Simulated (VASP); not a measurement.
# BAs: single point with PBE

The system is BAs.

```
B As
1.0
     2.94690    0.00000    0.00000
     0.00000    2.94690    0.00000
     0.00000    0.00000    2.94690
B As
1 1
Direct
  0.00000 0.00000 0.00000
  0.50000 0.50000 0.50000
```

- Program: VASP 6.6.1
- Task: single point
- Functional: PBE
- Potentials or basis: VASP PAW PBE potentials, release 64 (B, As)
- Cutoff: 520 eV
- k mesh: 6 × 6 × 6
- Occupations: gaussian, width 0.1 eV
- Spin: no spin polarisation

* Pressure: 0.0 GPa
* Band gap on the k mesh: zero (band 4 reaches 9.84 eV, above the bottom of band 5 at 4.43 eV)

Levels at points of the mesh, in eV from the Fermi level:
```
           k point  band 2  band 3  band 4  band 5  band 6  band 7
(0.00, 0.00, 0.00)   -0.89   -0.89   -0.89   -0.42    5.61    5.61
(0.50, 0.00, 0.00)  -10.00    2.75    2.75    3.15    3.15    3.26
(0.50, 0.50, 0.00)   -6.76   -6.76   -5.51    4.01    4.99    7.02
(0.50, 0.50, 0.50)   -3.07   -3.07   -3.07   -2.66   -1.98   -1.98
```

It took 3.6 s on 1 thread of AMD EPYC 9R45 96-Core Processor (Zen 5), on a shared host, peak memory 0.11 GiB.
